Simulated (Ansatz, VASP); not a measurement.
One calculation of Bi, two programs

```
Bi
1.0
     3.23838    0.00000    0.00000
     0.00000    3.22164    0.00000
    -0.08045    0.00000    6.57277
Bi
2
Cartesian
  1.7022 0.0000 4.9268
  1.4558 0.0000 1.6460
```

Change from the starting cell: strain_z = 0.02.

Alike in both runs: task single point; functional PBEsol; k mesh 8 × 8 × 4; occupations fermi-dirac, width 0.05 eV; no spin polarisation.

```csv
,VASP,Ansatz
version,VASP 6.6.1,Ansatz 0.2.0
potentials or method,"VASP PAW PBE potentials, release 64 (Bi_d), cutoff 520 eV","all-electron LAPW, scalar-relativistic"
```

|  | VASP | Ansatz | Ansatz less VASP |
| --- | --- | --- | --- |
| gap on the k mesh at the Fermi level (eV) | none | none | - |
| pressure (GPa) | -1.5 | -1.4 | +0.09 |
| traceless stress, the component that is largest in VASP (GPa) | -1.42 | -1.43 | -0.004 |
| rms of the force components (eV/Å) | 0.015 | 0.015 | +0.0001 |

VASP's potentials were made for PBE, not for PBEsol. Atom by atom the forces differ by 0.000 eV/Å (rms over components). A gap of «none» marks a metal or a gap that the smearing closes. Ansatz ran all-electron here, and VASP with PAW potentials.

Spin-orbit coupling is off throughout.
